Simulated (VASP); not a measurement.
# La: single point with r2SCAN

La:

```
CELL_PARAMETERS angstrom
3.92416 0.00000 0.00000
-1.96208 3.39842 0.00000
0.00000 0.00000 6.19799
ATOMIC_POSITIONS crystal
La 0.33333 0.66667 0.25000
La 0.66667 0.33333 0.75000
```

| Property | Result |
| --- | --- |
| Program | VASP 6.6.1 |
| Task | single point |
| Functional | r2SCAN |
| Potentials or basis | VASP PAW PBE potentials, release 64 (La) |
| Cutoff | 520 eV |
| k mesh | 11 × 11 × 6 |
| Occupations | fermi-dirac, width 0.1 eV |
| Spin | no spin polarisation |
| Dipole correction | no |
| Further INCAR settings | ALGO = Normal; EDIFF = 1e-06; NBANDS = 18 |

```
Pressure               : -1.7 GPa
Band gap on the k mesh : zero (bands 11 and 12 overlap by 1.61 eV)
```

Stress tensor (GPa, compression positive):
```
-1.63  0.00  0.00
 0.00 -1.63  0.00
 0.00  0.00 -1.83
```

Levels at points of the mesh, in eV from the Fermi level:
| k point | band 8 | band 9 | band 10 | band 11 | band 12 | band 13 | band 14 | band 15 |
| --- | --- | --- | --- | --- | --- | --- | --- | --- |
| (0.00, 0.00, 0.00) | -16.88 | -3.37 | -1.70 | 1.33 | 1.37 | 1.37 | 1.65 | 1.68 |
| (0.00, 0.00, 0.50) | -17.01 | -2.02 | -2.02 | 0.62 | 0.62 | 1.40 | 1.40 | 1.40 |

Run time: 6.1 min on 1 thread of Intel(R) Xeon(R) Platinum 8488C (Sapphire Rapids), on a shared host, peak memory 0.27 GiB.

Caveat: the PAW data sets were made with another functional, which shifts forces and pressure a little; spin-orbit coupling is left out, which moves the levels of the heavy elements.
